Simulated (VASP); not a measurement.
Input of a VASP 6.6.1 run:

Contents of POSCAR:

```
GaN
1.0
    3.2149808699      0.0000000000      0.0000000000
   -1.6074904349      2.7842551060      0.0000000000
    0.0000000000      0.0000000000      5.2354614816
Ga N
2 2
Direct
    0.3333333333      0.6666666667     -0.0008868111
    0.6666666667      0.3333333333      0.4991131889
    0.3333333333      0.6666666667      0.3758868111
    0.6666666667      0.3333333333      0.8758868111
```

File INCAR.step1:

```
SYSTEM = GaN
PREC = Accurate ; ENCUT = 520
ISMEAR = 0 ; SIGMA = 0.01
LREAL = .False. ; LASPH = .True.
NELM = 150 ; MAGMOM = 0 0 0 0 0 0 0 0 0 0 0 0
LSORBIT = .True. ; GGA_COMPAT = .False.
NBANDS = 50 ; GGA = PE
ALGO = Normal ; EDIFF = 1E-4
LWAVE = .True. ; LCHARG = .False.
```

File INCAR.step2:

```
SYSTEM = GaN
PREC = Accurate ; ENCUT = 520
EDIFF = 1E-6 ; ISMEAR = 0
SIGMA = 0.01 ; LREAL = .False.
LASPH = .True. ; NELM = 150
ALGO = Normal ; ISIF = 2
LWAVE = .False. ; LCHARG = .False.
MAGMOM = 0 0 0 0 0 0 0 0 0 0 0 0 ; LORBIT = 11
LSORBIT = .True. ; GGA_COMPAT = .False.
LORBMOM = .True. ; METAGGA = R2SCAN
LMIXTAU = .True. ; NBANDS = 50
ISTART = 1
```

Contents of KPOINTS:

```
regular mesh
0
Gamma
  12 12 6
  0 0 0
```

Potentials or basis: VASP PAW PBE potentials, release 64 (Ga_d, N).

Command:

```sh
$ cat potpaw_PBE.64/Ga_d/POTCAR potpaw_PBE.64/N/POTCAR > POTCAR
$ cp INCAR.step1 INCAR
$ mpirun -np 1 vasp_ncl > vasp.out
$ cp INCAR.step2 INCAR
$ mpirun -np 1 vasp_ncl > vasp.out
```

Task: Predict the net moment.

Result: 0.00 μB per cell.

Task: Predict the pressure.

Result: -4.5 GPa.

Moments on the atoms (μB; x, y, z):
```
Ga  0.00 0.00 0.00
Ga  0.00 0.00 0.00
N   0.00 0.00 0.00
N   0.00 0.00 0.00
```

Caveat: the cell differs from its parent crystal (strain +1.0%); the cell stands under tension; the PAW data sets were made with another functional, which shifts forces and pressure a little.
